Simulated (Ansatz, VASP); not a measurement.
PbI2: VASP beside Ansatz

File INCAR:

```
PREC = Accurate
ENCUT = 500
EDIFF = 1E-6
ISMEAR = 0
SIGMA = 0.01
LREAL = F
LASPH = T
NELM = 120
ALGO = Normal
ISIF = 2
LWAVE = F
LCHARG = T
GGA = PE
LELF = T
LVHAR = T
NBANDS = 21
GGA_COMPAT = F
```

The input KPOINTS:

```
Automatic mesh
0
Gamma
  6 6 4
```

POSCAR

```
PbI2
1.0
    4.5550000000      0.0000000000      0.0000000000
   -2.2775000000      3.9447460000      0.0000000000
    0.0000000000      0.0000000000      6.9770000000
Pb I
1 2
Direct
    0.0000000000      0.0000000000      0.0000000000
    0.3333330000      0.6666670000      0.2650000000
    0.6666670000      0.3333330000      0.7350000000
```

Input for Ansatz:

```yaml
crystal:
  lattice:
    - [4.555, 0.0, 0.0]
    - [-2.2775, 3.944746, 0.0]
    - [0.0, 0.0, 6.977]
  atoms:
    - { symbol: Pb, position: [0.0, 0.0, 0.0] }
    - { symbol: I, position: [0.333333, 0.666667, 0.265] }
    - { symbol: I, position: [0.666667, 0.333333, 0.735] }
kpoints:
  mp_grid:
    grid: [6, 6, 4]
hamiltonian:
  xc: pbe
scf:
  occupations:
    method: fixed
basis:
  ecutwfc: 470
output:
  stress: true
  eigenvalues: true
```

Alike in both runs: task single point; functional PBE; k mesh 6 × 6 × 4; no spin polarisation.

```csv
,VASP,Ansatz
version,VASP 6.6.1,Ansatz 0.2.0
potentials or method,"VASP PAW PBE potentials, release 64 (Pb_d, I), cutoff 500 eV","plane waves, PAW"
occupations,"gaussian, width 0.01 eV",fixed
valence electrons in the cell,28,48
```

```tsv
	VASP	Ansatz	Ansatz less VASP
gap on the k mesh at the Fermi level (eV)	2.22	2.22	0.000
pressure (GPa)	1.8	1.8	+0.02
```

VASP's potentials hold 28 valence electrons a cell and Ansatz's 48, so a difference there can come from the potentials and not from the codes. Ansatz's warnings: structure snapped to symmetry.

Spin-orbit coupling is off throughout.
